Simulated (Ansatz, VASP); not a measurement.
One calculation of GaN, two programs

```
Ga N
1.0
     3.18328    0.00000    0.00000
    -1.59164    2.75680    0.00000
     0.00000    0.00000    5.18388
Ga N
2 2
Direct
  0.33333 0.66667 0.99911
  0.66667 0.33333 0.49911
  0.33333 0.66667 0.37589
  0.66667 0.33333 0.87589
```

Alike in both runs: functional r2SCAN; k mesh 12 × 12 × 6; occupations fermi-dirac, width 0.02 eV; no spin polarisation.

Ansatz relaxed the structure, and its values are those at the end. VASP's run is a single point on that final structure, the one shown.

```csv
,VASP,Ansatz
version,VASP 6.6.1,Ansatz 0.2.0
potentials or method,"VASP PAW PBE potentials, release 64 (Ga_d, N), cutoff 520 eV",PAW plane waves
valence electrons in the cell,36,36
```

Ansatz gave:

- gap on the k mesh at the Fermi level (eV): 2.35
- pressure (GPa): 0.0
- rms of the force components (eV/Å): 0.000

What did VASP give for the same quantities?

gap on the k mesh at the Fermi level (eV): 2.34; pressure (GPa): 1.0; rms of the force components (eV/Å): 0.003.

VASP's potentials were made for PBE, not for r2SCAN.
